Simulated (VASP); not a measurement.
**Te2Mo: relaxation of cell and atoms with PBE**

Te2Mo:

```
Te Mo
1.0
     0.00000    4.32805    4.32805
     4.32805    0.00000    4.32805
     4.32805    4.32805    0.00000
Te Mo
4 2
Direct
  0.62500 0.62500 0.62500
  0.12500 0.62500 0.62500
  0.62500 0.62500 0.12500
  0.62500 0.12500 0.62500
  0.00000 0.00000 0.00000
  0.25000 0.25000 0.25000
```

| Item | Value |
| --- | --- |
| Program | VASP 6.6.1 |
| Task | relaxation of cell and atoms |
| Functional | PBE |
| Potentials or basis | VASP PAW PBE potentials, release 64 (Te, Mo_sv) |
| Cutoff | 600 eV |
| k mesh | 4 × 4 × 4 |
| Occupations | gaussian, width 0.1 eV |
| Spin | no spin polarisation |
| Dipole correction | no |
| Further INCAR settings | ALGO = Normal; EDIFF = 1e-07; IBRION = 2; EDIFFG = -0.04; NSW = 90; ISIF = 3 |

```yaml
Relaxed_volume: 24.77 Å³/atom
Relaxed_cell: a = 5.946 Å, b = 5.946 Å, c = 5.946 Å, α = 60.00°, β = 60.00°, γ = 60.00°
Space_group_after_relaxing_to_0.1_Å: Fd-3m (No. 227)
Energy_gained_by_relaxing: 38.5 meV/atom
Ionic_steps: 3
Pressure_after_relaxing: 0.0 GPa
Band_gap_on_the_k_mesh: zero (bands 26 and 27 overlap by 0.83 eV)
```

Step by step:
```csv
step,energy change (eV),largest force (eV/Å),pressure (GPa),volume (Å³)
1,0.0000,0.0000,-5.00,162.15
2,-0.1824,0.0000,2.94,143.13
3,-0.2308,0.0000,0.00,148.61
```

Final structure:
```yaml
crystal:
  lattice:
    - [0.00000, 4.20412, 4.20412]
    - [4.20412, 0.00000, 4.20412]
    - [4.20412, 4.20412, 0.00000]
  atoms:
    - { symbol: Te, position: [0.62500, 0.62500, 0.62500] }
    - { symbol: Te, position: [0.12500, 0.62500, 0.62500] }
    - { symbol: Te, position: [0.62500, 0.62500, 0.12500] }
    - { symbol: Te, position: [0.62500, 0.12500, 0.62500] }
    - { symbol: Mo, position: [0.00000, 0.00000, 0.00000] }
    - { symbol: Mo, position: [0.25000, 0.25000, 0.25000] }
```

Levels at points of the mesh, in eV from the Fermi level:
```csv
k point,band 23,band 24,band 25,band 26,band 27,band 28,band 29,band 30
"(0.00, 0.00, 0.00)",0.14,0.14,0.62,0.62,0.62,0.90,0.90,1.46
"(0.50, 0.00, 0.00)",-0.47,-0.47,-0.33,-0.06,-0.06,0.07,0.07,0.65
"(0.50, 0.50, 0.00)",-1.10,-1.10,-0.19,-0.19,0.10,0.10,0.35,0.35
```

Wall time 7.5 min on 1 thread of Intel Xeon 8259CL, on a shared host, peak memory 0.38 GiB.

Caveat: spin-orbit coupling is left out, which moves the levels of the heavy elements.
